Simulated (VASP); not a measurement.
Wanted: the native input for a VASP 6.6.1 run.

- Task: single point
- Functional: PBE
- Potentials or basis: VASP PAW PBE potentials, release 64 (Te)
- Cutoff: 520 eV
- k mesh: 6 × 6 × 4
- Occupations: fermi-dirac, width 0.05 eV
- Spin: no spin polarisation
- Dipole correction: no
- Further INCAR settings: ALGO = Normal; EDIFF = 1e-07; NBANDS = 16

The structure of Te lies in POSCAR:

```
Te
1.0
    4.3649200000      0.0000000000      0.0000000000
   -2.1824600000      3.7801316055      0.0000000000
    0.0000000000      0.0000000000      5.9240000000
Te
3
Direct
    0.7184243753      0.7184243753      0.0000000000
    0.0000000000      0.2815756247      0.6666666667
    0.2815756247      0.0000000000      0.3333333333
```

The input as run:

INCAR

```
SYSTEM = Te
PREC = Accurate
ENCUT = 520
EDIFF = 1E-7
ISMEAR = -1
SIGMA = 0.05
LREAL = .False.
LASPH = .True.
NELM = 100
ALGO = Normal
ISIF = 2
LWAVE = .False.
LCHARG = .False.
GGA = PE
NBANDS = 16
```

KPOINTS

```
Automatic mesh
0
Gamma
  6 6 4
  0 0 0
```

Potentials or basis: VASP PAW PBE potentials, release 64 (Te).

The run is started by

```bash
$ cat potpaw_PBE.64/Te/POTCAR > POTCAR
$ mpirun -np 1 vasp_std > vasp.out
```

It gave:

| Property | Result |
| --- | --- |
| Pressure | 2.1 GPa |
| Largest force | 0.004 eV/Å |
| Band gap on the k mesh | 0.09 eV, direct |

Caveat: spin-orbit coupling is left out, which moves the levels of the heavy elements.

It took 23 s on 1 thread of Intel Xeon 6975P-C, with other jobs on the host, peak memory 0.21 GiB.
